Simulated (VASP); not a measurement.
A run of VASP 6.6.1:

File INCAR:

```
ALGO = Normal
DIPOL = 0.5 0.5 0.500
EDIFF = 1E-6
EDIFFG = -0.03
ENCUT = 520
GGA = PE
IBRION = 2
IDIPOL = 3
ISIF = 2
ISMEAR = 0
LASPH = True
LCHARG = False
LDIPOL = True
LREAL = False
LWAVE = False
NELM = 60
NSW = 70
PREC = Accurate
SIGMA = 0.1
```

The input KPOINTS:

```
k-points
0
Gamma
  10 10 1
```

Contents of POSCAR:

```
Al
1.0
    2.8571514048      0.0000000000      0.0000000000
    0.0000000000      2.8571514048      0.0000000000
    0.0000000000      0.0000000000     18.0406222664
Al
3
Selective dynamics
Direct
    0.5000000000      0.5000000000      0.3880132235  F F F
    0.0000000000      0.0000000000      0.5000000000  T T T
    0.5000000000      0.5000000000      0.6119867765  T T T
```

Potentials or basis: VASP PAW PBE potentials, release 64 (Al).

The run is started by

```console
$ cat potpaw_PBE.64/Al/POTCAR > POTCAR
$ mpirun -np 1 vasp_std > vasp.out
```

Hardware: 1 thread of Intel Xeon 8259CL, on a shared host.

**Question.** How long does it take, and how much memory?

**Answer.** It took 120 s on 1 thread of Intel Xeon 8259CL (shared host), peak memory 0.26 GiB. Counts: scf iterations 60, k points 21, ion steps 7.
